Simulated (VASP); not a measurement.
Write the native input for VASP 6.6.1 that does the following.

```
Task                   : single point
Functional             : PBE
Potentials or basis    : VASP PAW PBE potentials, release 64 (Ga_d, As)
Cutoff                 : 520 eV
k mesh                 : 9 × 9 × 9
Occupations            : fermi-dirac, width 0.05 eV
Spin                   : no spin polarisation
Dipole correction      : no
Further INCAR settings : ALGO = Normal; EDIFF = 1e-06; NBANDS = 16
```

The structure of GaAs lies in POSCAR:

```
GaAs
1.0
    0.0000000000      2.6958900000      2.6958900000
    2.6958900000      0.0000000000      2.6958900000
    2.6958900000      2.6958900000      0.0000000000
Ga As
1 1
Direct
    0.0000000000      0.0000000000      0.0000000000
    0.5000000000      0.5000000000      0.5000000000
```

These files were run (other wordings do the same):

INCAR

```
  PREC = Accurate
  ENCUT = 520
  EDIFF = 1E-6
  ISMEAR = -1
  SIGMA = 0.05
  LREAL = False
  LASPH = True
  NELM = 60
  ALGO = Normal
  ISIF = 2
  LWAVE = False
  LCHARG = False
  GGA = PE
  NBANDS = 16
```

KPOINTS

```
Automatic mesh
0
Gamma
  9 9 9
```

Potentials or basis: VASP PAW PBE potentials, release 64 (Ga_d, As).

Run with:

```console
$ cat potpaw_PBE.64/Ga_d/POTCAR potpaw_PBE.64/As/POTCAR > POTCAR
$ mpirun -np 1 vasp_std > vasp.out
```

It gave:

```json
{
 "Pressure": "0.2 GPa",
 "Band gap on the k mesh": "zero (band 9 reaches 5.78 eV, above the bottom of band 10 at 2.76 eV)"
}
```

It took 8.9 s on 1 thread of Intel(R) Xeon(R) 6975P-C (Granite Rapids), on a shared host, peak memory 0.16 GiB.
